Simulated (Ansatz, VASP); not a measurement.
# Two plane-wave programs on BN

Contents of INCAR:

```
SYSTEM = BN
ALGO     = Normal         ! electronic algorithm
EDIFF    = 1E-6           ! SCF threshold, eV
ENCUT    = 520            ! plane-wave cutoff, eV
GGA      = PS             ! functional
ISIF     = 2              ! what is computed and relaxed
ISMEAR   = 0              ! smearing method
LASPH    = .TRUE.         ! aspherical terms in the spheres
LCHARG   = .FALSE.        ! write CHGCAR
LREAL    = .FALSE.        ! projectors in reciprocal space
LWAVE    = .FALSE.        ! write WAVECAR
NBANDS   = 11             ! bands
NELM     = 100            ! most SCF steps
PREC     = Accurate       ! precision mode
SIGMA    = 0.02           ! smearing width, eV
```

File KPOINTS:

```
k-points
0
G
  10 10 10
  0 0 0
```

The input POSCAR:

```
BN
1.0
    0.0000000000      2.0120502036      2.0120502036
    2.0120502036      0.0000000000      2.0120502036
    2.0120502036      2.0120502036      0.0000000000
B N
1 1
Direct
    0.0000000000      0.0000000000      0.0000000000
    0.7500000000      0.7500000000      0.7500000000
```

Input for Ansatz:

```yaml
crystal:
  lattice:
    - [0.0, 2.0120502036, 2.0120502036]
    - [2.0120502036, 0.0, 2.0120502036]
    - [2.0120502036, 2.0120502036, 0.0]
  atoms:
    - { symbol: B, position: [0.0, 0.0, 0.0] }
    - { symbol: "N", position: [0.75, 0.75, 0.75] }
basis:
  ecutwfc: 420
kpoints:
  mp_grid: { grid: [10, 10, 10] }
hamiltonian:
  xc: pbesol
scf:
  occupations: { method: gaussian, width: 0.02 }
output:
  forces: true
  stress: true
  eigenvalues: true
```

Alike in both runs: task single point; functional PBEsol; k mesh 10 × 10 × 10; occupations gaussian, width 0.02 eV; no spin polarisation.

```csv
,VASP,Ansatz
version,VASP 6.6.1,Ansatz 0.2.0
potentials or method,"VASP PAW PBE potentials, release 64 (B, N), cutoff 520 eV","scalar-relativistic, plane waves, PAW"
valence electrons in the cell,8,8
```

Ansatz gave:

```
gap on the k mesh at the Fermi level (eV) : 3.89
least direct gap on the mesh (eV)         : 5.57
pressure (GPa)                            : -68.4
```

Which values does VASP return?

gap on the k mesh at the Fermi level (eV): 3.88; least direct gap on the mesh (eV): 5.58; pressure (GPa): -68.4.

VASP's potentials were made for PBE, not for PBEsol. Both programs put the cell under strong tension, so it lies far from rest at this level. With one functional, cell and mesh, what is left measures potentials, basis and numerics.

Noted on VASP's run: the cell as given lies far from equilibrium.
